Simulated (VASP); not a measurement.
Here is a VASP 6.6.1 calculation.

File INCAR:

```
ALGO = Normal ; EDIFF = 1E-8
ENCUT = 520 ; GGA = PS
IBRION = 8 ; ISIF = 2
ISMEAR = 0 ; LASPH = True
LCHARG = False ; LEPSILON = True
LREAL = False ; LWAVE = False
NBANDS = 12 ; NELM = 80
NSW = 1 ; PREC = Accurate
SIGMA = 0.01
```

The input KPOINTS:

```
k-points
0
Gamma
  8 8 8
```

The input POSCAR:

```
LiCl
1.0
    0.0000000000      2.5314060449      2.5314060449
    2.5314060449      0.0000000000      2.5314060449
    2.5314060449      2.5314060449      0.0000000000
Li Cl
1 1
Direct
    0.0000000000      0.0000000000      0.0000000000
    0.5000000000      0.5000000000      0.5000000000
```

Potentials or basis: VASP PAW PBE potentials, release 64 (Li_sv, Cl).

Launch:

```sh
$ cat potpaw_PBE.64/Li_sv/POTCAR potpaw_PBE.64/Cl/POTCAR > POTCAR
$ mpirun -np 1 vasp_std > vasp.out
```

(1) What does it give for the electronic dielectric tensor (diagonal)?

(2) Predict the Born charges (mean of the diagonal).

(3) What does it give for the highest phonon frequency at Γ, LO-TO splitting left out?

Answers

(1) 3.08.

(2) Li +1.17; Cl -1.17 e.

(3) 207 cm⁻¹.
